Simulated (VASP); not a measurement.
# Al32H (a cell with a defect) in VASP: notebook

Al32H (a cell with a defect) is run at these levels: PBE; tasks: single point.

Everything below comes from runs of VASP 6.6.1. Logs are shortened: lines on timing, memory, paths and dates and some standing lists are left out, and cuts for length are marked.

## 1. The cell of the first run

The cell holds a defect, 33 atoms: a = 8.100 Å, b = 8.100 Å, c = 8.100 Å, α = 90.00°, β = 90.00°, γ = 90.00°.

## 2. Single point, PBE

INCAR reads:

```
SYSTEM = Al32H
PREC     = Accurate       ! precision mode
ENCUT    = 520            ! plane-wave cutoff, eV
EDIFF    = 1E-6           ! SCF threshold, eV
ISMEAR   = 0              ! smearing method
SIGMA    = 0.05           ! smearing width, eV
LREAL    = Auto         
LASPH    = .TRUE.         ! aspherical terms in the spheres
NELM     = 100            ! most SCF steps
ALGO     = Normal         ! electronic algorithm
ISIF     = 2              ! what is computed and relaxed
LWAVE    = .FALSE.        ! write WAVECAR
LCHARG   = .FALSE.        ! write CHGCAR
GGA      = PE             ! functional
NBANDS   = 70             ! bands
```

KPOINTS reads:

```
regular mesh
0
G
  2 2 2
  0 0 0
```

POSCAR reads:

```
Al32H
1.0
    8.1000000000      0.0000000000      0.0000000000
    0.0000000000      8.1000000000      0.0000000000
    0.0000000000      0.0000000000      8.1000000000
Al H
32 1
Direct
    0.5041489903     -0.0041489903      0.0029968597
    0.7504306944      0.2521623870      0.0016701673
    0.7486522803     -0.0015499619      0.2483413921
    0.0023743212      0.0001991325      0.0016664627
    0.2580284458      0.2419715542      0.0121399370
    0.4998008675      0.4976256788      0.0016664627
    0.7460302982      0.7539697018      0.0029813438
    0.2490278373     -0.0047539548      0.2516942355
    0.5047539548      0.2509721627      0.2516942355
    0.7454358672      0.4988170962      0.2517073732
    0.5015530011     -0.0015530011      0.5016498877
    0.7454343631      0.2509814901      0.4982951606
    0.7460382393     -0.0041610536      0.7470132825
   -0.0078440551      0.5078440551      0.0121445071
    0.2478376130      0.7495693056      0.0016701673
    0.0021535532      0.2519450353      0.2482439930
    0.2480549647      0.4978464468      0.2482439930
    0.5015499619      0.7513477197      0.2483413921
    0.0011724782     -0.0047531483      0.4983044381
    0.2480574342      0.2519425658      0.5017625062
    0.5047531483      0.4988275218      0.4983044381
    0.7486576051      0.7513423949      0.5016637880
    0.2478355786      0.0002082456      0.7483302238
    0.4997917544      0.2521644214      0.7483302238
    0.7504243708      0.4976293594      0.7483391835
    0.0011829038      0.7545641328      0.2517073732
    0.0021588000      0.4978412000      0.5017511867
    0.2490185099      0.7545656369      0.4982951606
   -0.0078458845      0.2419655315      0.7378624385
    0.2580344685      0.5078458845      0.7378624385
    0.5041610536      0.7539617607      0.7470132825
    0.0023706406      0.7495756292      0.7483391835
    0.1251954551      0.3748045449      0.8749970324
```

Potentials or basis: VASP PAW PBE potentials, release 64 (Al, H).

Started as:

```sh
> cat potpaw_PBE.64/Al/POTCAR potpaw_PBE.64/H/POTCAR > POTCAR
> mpirun -np 1 vasp_std > vasp.out
```

OUTCAR:

```text
SYSTEM = Al32H
   PREC = Accurate
   ENCUT = 520
   EDIFF = 1E-6
   ISMEAR = 0
   LREAL = Auto
   LASPH = .TRUE.
   NELM = 100
   ISIF = 2
   GGA = PE

 ion  position               nearest neighbor table
   1  0.504  0.996  0.003-   7 2.77   3 2.81  18 2.81   5 2.82  13 2.85  31 2.85   2 2.88  15 2.88
                             8 2.89   9 2.89  24 2.93  23 2.93
   2  0.750  0.252  0.002-   9 2.84   6 2.84  10 2.85  14 2.85  16 2.85  25 2.86   3 2.87   1 2.88
                             4 2.89  24 2.89  29 2.90  13 2.93
   3  0.749  0.998  0.248-   7 2.81   1 2.81  18 2.83  26 2.84   9 2.84   2 2.87  11 2.87   4 2.87
                            22 2.87  19 2.88  12 2.88  16 2.90
   4  0.002  0.000  0.002-  26 2.84  15 2.84   8 2.85   5 2.85  16 2.85  23 2.86   3 2.87   7 2.88
                             2 2.89  32 2.89  29 2.90  13 2.93
   5  0.258  0.242  0.012-  33 1.88   9 2.79   8 2.79   1 2.82  17 2.82  16 2.82   6 2.85   4 2.85
                            24 2.90  23 2.90  14 3.05  30 3.09  29 3.09
   6  0.500  0.498  0.002-  10 2.84   2 2.84   9 2.85   5 2.85  17 2.85  24 2.86  18 2.87   7 2.88
                            15 2.89  25 2.89  30 2.90  31 2.93
   7  0.746  0.754  0.003-   1 2.77   3 2.81  18 2.81  14 2.82  13 2.85  31 2.85   4 2.88   6 2.88
                            26 2.89  10 2.89  25 2.93  32 2.93
   8  0.249  0.995  0.252-   5 2.79  28 2.79  26 2.80  19 2.83  15 2.84  18 2.84   4 2.85  11 2.88
                            16 2.88   1 2.89  20 2.90   9 2.93
   9  0.505  0.251  0.252-   5 2.79  12 2.79  10 2.80  21 2.83   2 2.84   3 2.84   6 2.85  11 2.88
[... 32 lines left out ...]
                            32 2.89   6 2.89  14 2.90   7 2.93
  26  0.001  0.755  0.252-  14 2.79  19 2.79   8 2.80  28 2.83   4 2.84   3 2.84  15 2.85  22 2.88
                            17 2.89   7 2.89  27 2.90  10 2.93
  27  0.002  0.498  0.502-  20 2.82  29 2.82  30 2.82  25 2.85  32 2.85  17 2.86  16 2.86  28 2.89
                            12 2.89  10 2.90  26 2.90  22 2.90
  28  0.249  0.755  0.498-  30 2.79   8 2.79  19 2.80  26 2.83  23 2.84  11 2.84  32 2.85  18 2.88
                            27 2.89  31 2.89  17 2.90  21 2.93
  29  0.992  0.242  0.738-  33 1.88  19 2.79  12 2.79  13 2.82  27 2.82  20 2.82  25 2.85  23 2.85
                             2 2.90   4 2.90  30 3.05   5 3.09  14 3.09
  30  0.258  0.508  0.738-  33 1.88  21 2.79  28 2.79  31 2.82  27 2.82  20 2.82  32 2.85  24 2.85
                            15 2.90   6 2.90  29 3.05   5 3.09  14 3.09
  31  0.504  0.754  0.747-  13 2.77  22 2.81  11 2.81  30 2.82   7 2.85   1 2.85  23 2.88  25 2.88
                            21 2.89  28 2.89  15 2.93   6 2.93
  32  0.002  0.750  0.748-  19 2.84  23 2.84  28 2.85  30 2.85  27 2.85  15 2.86  22 2.87  13 2.88
                            25 2.89   4 2.89  14 2.90   7 2.93
  33  0.125  0.375  0.875-   5 1.88  29 1.88  30 1.88  14 1.89

  LATTYP: Found a simple cubic cell.
 ALAT       =     8.1000000000

  Lattice vectors:

 A1 = (   8.1000000000,   0.0000000000,   0.0000000000)
 A2 = (   0.0000000000,   8.1000000000,   0.0000000000)
 A3 = (   0.0000000000,   0.0000000000,   8.1000000000)

Analysis of symmetry for initial positions (statically):
=====================================================================
 Subroutine PRICEL returns:
 Original cell was already a primitive cell.

 Routine SETGRP: Setting up the symmetry group for a
 simple cubic supercell.

 Subroutine GETGRP returns: Found  2 space group operations
 (whereof  1 operations were pure point group operations)
 out of a pool of 48 trial point group operations.

The static configuration has the point symmetry C_1 .
 The point group associated with its full space group is C_1h.

Analysis of symmetry for dynamics (positions and initial velocities):
=====================================================================
 Subroutine PRICEL returns:
 Original cell was already a primitive cell.

 Routine SETGRP: Setting up the symmetry group for a
 simple cubic supercell.

 Subroutine GETGRP returns: Found  2 space group operations
 (whereof  1 operations were pure point group operations)
 out of a pool of 48 trial point group operations.

The dynamic configuration has the point symmetry C_1 .
 The point group associated with its full space group is C_1h.

 Subroutine INISYM returns: Found  2 space group operations
 (whereof  1 operations are pure point group operations),
 and found     1 'primitive' translations

----------------------------------------------------------------------------------------

                                     Primitive cell

  volume of cell :     531.4410

  direct lattice vectors                    reciprocal lattice vectors
[... 86 lines left out ...]
 Generating k-lattice:

  Cartesian coordinates                     Fractional coordinates (reciprocal lattice)
     0.061728395  0.000000000  0.000000000     0.500000000  0.000000000  0.000000000
     0.000000000  0.061728395  0.000000000     0.000000000  0.500000000  0.000000000
     0.000000000  0.000000000  0.061728395     0.000000000  0.000000000  0.500000000

  Length of vectors
     0.061728395  0.061728395  0.061728395

  Shift w.r.t. Gamma in fractional coordinates (k-lattice)
     0.000000000  0.000000000  0.000000000

 Subroutine IBZKPT returns following result:
 ===========================================

 Found      6 irreducible k-points:

 Following reciprocal coordinates:
            Coordinates               Weight
  0.000000  0.000000  0.000000      1.000000
  0.500000  0.000000  0.000000      2.000000
  0.000000  0.000000  0.500000      1.000000
  0.500000  0.500000  0.000000      1.000000
  0.000000  0.500000  0.500000      2.000000
  0.500000  0.500000  0.500000      1.000000
   k-points           NKPTS =      6   k-points in BZ     NKDIM =      6   number of bands    NBANDS=     70
   number of dos      NEDOS =    301   number of ions     NIONS =     33
   total plane-waves  NPLWV = 216000
   dimension x,y,z NGX =    60 NGY =   60 NGZ =   60
   dimension x,y,z NGXF=   120 NGYF=  120 NGZF=  120
   ions per type =              32   1
   NGX,Y,Z   is equivalent  to a cutoff of  12.31, 12.31, 12.31 a.u.
   NGXF,Y,Z  is equivalent  to a cutoff of  24.63, 24.63, 24.63 a.u.
 SYSTEM =  Al32H
   PREC   = accura    normal or accurate (medium, high low for compatibility)
   ISTART =      0    job   : 0-new  1-cont  2-samecut
   ICHARG =      2    charge: 1-file 2-atom 10-const
   ISPIN  =      1    spin polarized calculation?
   LNONCOLLINEAR =      F non collinear calculations
   LSORBIT =      F    spin-orbit coupling
   LASPH  =      T    aspherical Exc in radial PAW
   ENCUT  =  520.0 eV  38.22 Ry    6.18 a.u.  15.06 15.06 15.06*2*pi/ulx,y,z
   NELM   =    100;   NELMIN=  2; NELMDL= -5     # of ELM steps
   EDIFF  = 0.1E-05   stopping-criterion for ELM
   LREAL  =      T    real-space projection
   EDIFFG = 0.1E-04   stopping-criterion for IOM
   NSW    =      0    number of steps for IOM
   IBRION =     -1    ionic relax: 0-MD 1-quasi-New 2-CG
   NFREE  =      0    steps in history (QN), initial steepest desc. (CG)
   ISIF   =      2    stress and relaxation
   ISYM   =      2    0-nonsym 1-usesym 2-fastsym
   POTIM  = 0.5000    time-step for ionic-motion
   TEBEG  =    0.0;   TEEND  =   0.0 temperature during run
   PSTRESS=    0.0 pullay stress
   NELECT =      97.0000    total number of electrons
   NUPDOWN=      -1.0000    fix difference up-down
   EMIN   =  10.00;   EMAX   =-10.00  energy-range for DOS
   EFERMI =   0.00;   METHOD = LEGACY
   ISMEAR =     0;   SIGMA  =   0.05  broadening in eV -4-tet -1-fermi 0-gaus
   EFERMI_NEDOS =   21; number of points for ismear=-14 and -15
   IALGO  =     38    algorithm
   IMIX   =      4    mixing-type and parameters
     AMIX     =   0.40;   BMIX     =  1.00
     AMIX_MAG =   1.60;   BMIX_MAG =  1.00
  volume/ion in A,a.u.               =      16.10       108.68
  Fermi-wavevector in a.u.,A,eV,Ry     =   0.928639  1.754874 11.733269  0.862371
  Thomas-Fermi vector in A             =   2.054837
   LORBIT       =      0    0 simple, 1 ext, 2 COOP (PROOUT), +10 PAW based schemes
   GGA     = PE    functional components
   LHFCALC =     F    Hartree Fock is set to
   AEXX    =    0.0000 exact exchange contribution
   IVDW    =     0    specifies the selected vdW correction
   LEPSILON=     F    determine dielectric tensor
   LRPA    =     F    only Hartree local field effects (RPA)
 non-spin polarized calculation
 Gauss-broadening in eV      SIGMA  =   0.05
  energy-cutoff  :      520.00
  volume of cell :      531.44
 maximum number of plane-waves:     14400
   NGX = 31   NGY = 31   NGZ = 31

 number of electron      96.9999998 magnetization

 Free energy of the ion-electron system (eV)
  ---------------------------------------------------
  ext. energy  EPLUGINS =         0.00000000
  ---------------------------------------------------
  free energy    TOTEN  =      -122.50504841 eV

  energy without entropy =     -122.48739993  energy(sigma->0) =     -122.49622417

 E-fermi :   7.5941     XC(G=0): -10.1923

 val. band max:        7.5402693763   @ k =   0.0000   0.5000   0.5000
 cond. band min:       7.6208338548   @ k =   0.0000   0.0000   0.5000
 fundamental gap:      0.0805644785
 Fermi energy:         7.5940952058

 k-point     1 :       0.0000    0.0000    0.0000
  band No.  band energies     occupation
      1      -3.2667      2.00000
      2      -1.5954      2.00000
      3      -0.9793      2.00000
      4      -0.9698      2.00000
      5      -0.8960      2.00000
      6      -0.8760      2.00000
[... 367 lines left out ...]
     59      11.2578      0.00000
     60      11.2578      0.00000
 [bands above 60 left out]

------------------------ aborting loop because EDIFF is reached ----------------------------------------

  FORCE on cell =-STRESS in cart. coord.  units (eV):
  Direction    XX          YY          ZZ          XY          YZ          ZX
  --------------------------------------------------------------------------------------
  -------------------------------------------------------------------------------------
  Total        3.5966068      3.5966068      2.3625082     -0.0001737     -0.0013304      0.0013304
  in kB       10.8429757     10.8429757      7.1224407     -0.0005236     -0.0040109      0.0040109
  external PRESSURE =       9.6027974 kB  Pullay stress =       0.0000000 kB

 VOLUME and BASIS-vectors are now :
 -----------------------------------------------------------------------------
  energy-cutoff  :      520.00
  volume of cell :      531.44
      direct lattice vectors                 reciprocal lattice vectors
     8.100000000  0.000000000  0.000000000     0.123456790  0.000000000  0.000000000
     0.000000000  8.100000000  0.000000000     0.000000000  0.123456790  0.000000000
     0.000000000  0.000000000  8.100000000     0.000000000  0.000000000  0.123456790

 POSITION                                       TOTAL-FORCE (eV/Angst)
 -----------------------------------------------------------------------------------
      4.08361      8.06639      0.02427        -0.014821      0.014821     -0.008137
      6.07849      2.04252      0.01353         0.011881     -0.003498     -0.001490
      6.06408      8.08745      2.01157         0.015174      0.015264     -0.009231
      0.01923      0.00161      0.01350        -0.003313      0.012157     -0.000787
      2.09003      1.95997      0.09833         0.008514     -0.008514     -0.000616
      4.04839      4.03077      0.01350        -0.012157      0.003313     -0.000787
[... 25 lines left out ...]
      0.01920      6.07156      6.06155        -0.003718     -0.012247      0.000460
      1.01408      3.03592      7.08748        -0.001736      0.001736      0.000080
 -----------------------------------------------------------------------------------
    total drift:                                0.003638     -0.003638     -0.002121

  FREE ENERGIE OF THE ION-ELECTRON SYSTEM (eV)
  ---------------------------------------------------
  free  energy   TOTEN  =      -122.5050484102 eV

  energy  without entropy=     -122.4873999339  energy(sigma->0) =     -122.49622417
```

Wall time 3.1 min (1 thread of Intel Xeon Platinum 8488C (Sapphire Rapids), shared host); peak memory 0.53 GiB.

Results:

- Free energy: -122.5050 eV
- Pressure: 1.0 GPa
- Largest force: 0.025 eV/Å
- Band gap on the k mesh: zero (an odd number of electrons rules out a gap without spin polarisation)

Forces in eV/Å, atoms in the order of the input:
```
Al  -0.015  0.015 -0.008
Al   0.012 -0.003 -0.001
Al   0.015  0.015 -0.009
Al  -0.003  0.012 -0.001
Al   0.009 -0.009 -0.001
Al  -0.012  0.003 -0.001
Al   0.017 -0.017 -0.008
Al   0.005  0.012 -0.002
Al  -0.012 -0.005 -0.002
Al   0.012  0.005 -0.003
Al  -0.015  0.015  0.010
Al   0.012 -0.005  0.002
Al   0.016  0.016  0.008
Al  -0.008  0.008 -0.001
Al   0.003 -0.012 -0.001
Al  -0.008 -0.008 -0.007
Al   0.008  0.008 -0.007
Al  -0.015 -0.015 -0.009
Al  -0.005  0.012  0.003
Al   0.008 -0.008  0.007
Al  -0.012  0.005  0.003
Al   0.016 -0.016  0.009
Al   0.003  0.012  0.001
Al  -0.012 -0.003  0.001
Al   0.012  0.004  0.000
Al  -0.005 -0.012 -0.003
Al  -0.009  0.009  0.006
Al   0.005 -0.012  0.002
Al  -0.008 -0.008  0.001
Al   0.008  0.008  0.001
Al  -0.016 -0.016  0.008
Al  -0.004 -0.012  0.000
H   -0.002  0.002  0.000
```

Stress tensor (GPa, compression positive):
```
1.08 0.00 0.00
0.00 1.08 0.00
0.00 0.00 0.71
```

Caveat: the k points lie up to 0.39 Å⁻¹ apart, too coarse for converged energies and pressures of a metal.

## 3. Single point, PBE

INCAR reads:

```
SYSTEM = Al32H
PREC = Accurate
ENCUT = 520
EDIFF = 1E-6
ISMEAR = 0
SIGMA = 0.05
LREAL = Auto
LASPH = .TRUE.
NELM = 80
ALGO = Normal
ISIF = 2
LWAVE = .FALSE.
LCHARG = .FALSE.
GGA = PE
NBANDS = 70
```

KPOINTS reads:

```
Automatic mesh
0
G
  2 2 2
  0 0 0
```

POSCAR reads:

```
Al32H
1.0
    8.1000000000      0.0000000000      0.0000000000
    0.0000000000      8.1000000000      0.0000000000
    0.0000000000      0.0000000000      8.1000000000
Al H
32 1
Direct
    0.5041490123     -0.0041490123      0.0029969136
    0.7504307407      0.2521623457      0.0016701235
    0.7486522222     -0.0015500000      0.2483413580
    0.0023743210      0.0001991358      0.0016664198
    0.2580283951      0.2419716049      0.0121400000
    0.4998008642      0.4976256790      0.0016664198
    0.7460302469      0.7539697531      0.0029813580
    0.2490279012     -0.0047539506      0.2516941975
    0.5047539506      0.2509720988      0.2516941975
    0.7454359259      0.4988171605      0.2517074074
    0.5015529630     -0.0015529630      0.5016498765
    0.7454343210      0.2509814815      0.4982951852
    0.7460382716     -0.0041611111      0.7470133333
   -0.0078440741      0.5078440741      0.0121445679
    0.2478376543      0.7495692593      0.0016701235
    0.0021535802      0.2519450617      0.2482439506
    0.2480549383      0.4978464198      0.2482439506
    0.5015500000      0.7513477778      0.2483413580
    0.0011724691     -0.0047532099      0.4983044444
    0.2480574074      0.2519425926      0.5017624691
    0.5047532099      0.4988275309      0.4983044444
    0.7486576543      0.7513423457      0.5016638272
    0.2478355556      0.0002082716      0.7483302469
    0.4997917284      0.2521644444      0.7483302469
    0.7504243210      0.4976293827      0.7483391358
    0.0011828395      0.7545640741      0.2517074074
    0.0021587654      0.4978412346      0.5017512346
    0.2490185185      0.7545656790      0.4982951852
   -0.0078459259      0.2419655556      0.7378624691
    0.2580344444      0.5078459259      0.7378624691
    0.5041611111      0.7539617284      0.7470133333
    0.0023706173      0.7495756790      0.7483391358
    0.1251954321      0.3748045679      0.8749970370
```

Potentials or basis: VASP PAW PBE potentials, release 64 (Al, H).

Started as:

```sh
> cat potpaw_PBE.64/Al/POTCAR potpaw_PBE.64/H/POTCAR > POTCAR
> mpirun -np 1 vasp_std > vasp.out
```

Run time: 3.4 min. Hardware: 1 thread of Intel Xeon Platinum 8488C (Sapphire Rapids), shared host; peak memory 0.53 GiB.

The run converged. Its results:

| Item | Value |
| --- | --- |
| Free energy | -122.5050 eV |
| Pressure | 1.0 GPa |
| Largest force | 0.025 eV/Å |
| Band gap on the k mesh | zero (an odd number of electrons rules out a gap without spin polarisation) |

Forces in eV/Å, atoms in the order of the input:
```
Al  -0.015  0.015 -0.008
Al   0.012 -0.003 -0.001
Al   0.015  0.015 -0.009
Al  -0.003  0.012 -0.001
Al   0.009 -0.009 -0.001
Al  -0.012  0.003 -0.001
Al   0.017 -0.017 -0.008
Al   0.005  0.012 -0.002
Al  -0.012 -0.005 -0.002
Al   0.012  0.005 -0.003
Al  -0.015  0.015  0.010
Al   0.012 -0.005  0.002
Al   0.016  0.016  0.008
Al  -0.008  0.008 -0.001
Al   0.003 -0.012 -0.001
Al  -0.008 -0.008 -0.007
Al   0.008  0.008 -0.007
Al  -0.015 -0.015 -0.009
Al  -0.005  0.012  0.003
Al   0.008 -0.008  0.007
Al  -0.012  0.005  0.003
Al   0.016 -0.016  0.009
Al   0.003  0.012  0.001
Al  -0.012 -0.003  0.001
Al   0.012  0.004  0.000
Al  -0.005 -0.012 -0.003
Al  -0.009  0.009  0.006
Al   0.005 -0.012  0.002
Al  -0.008 -0.008  0.001
Al   0.008  0.008  0.001
Al  -0.016 -0.016  0.008
Al  -0.004 -0.012  0.000
H   -0.002  0.002  0.000
```

Stress tensor (GPa, compression positive):
```
1.08 0.00 0.00
0.00 1.08 0.00
0.00 0.00 0.71
```

Levels at points of the mesh, in eV from the Fermi level:
```csv
k point,band 44,band 45,band 46,band 47,band 48,band 49,band 50,band 51,band 52,band 53
"(0.00, 0.00, 0.00)",-0.44,-0.37,0.48,0.48,0.48,0.54,0.54,0.54,0.95,1.36
"(0.50, 0.00, 0.00)",-0.72,-0.45,-0.07,-0.07,-0.06,0.07,0.07,0.08,0.09,1.41
"(0.00, 0.00, 0.50)",-0.71,-0.46,-0.10,-0.06,0.03,0.05,0.05,0.09,0.09,1.40
"(0.50, 0.50, 0.00)",-0.99,-0.11,-0.11,-0.06,-0.06,0.81,1.07,1.07,1.12,1.14
"(0.00, 0.50, 0.50)",-1.00,-0.13,-0.09,-0.07,-0.05,0.70,1.10,1.10,1.12,1.18
"(0.50, 0.50, 0.50)",-0.42,-0.42,-0.39,-0.39,-0.39,-0.39,-0.39,-0.38,-0.38,-0.37
```

Caveat: the k points lie up to 0.39 Å⁻¹ apart, too coarse for converged energies and pressures of a metal.

(Continued in part 2 of 2.)
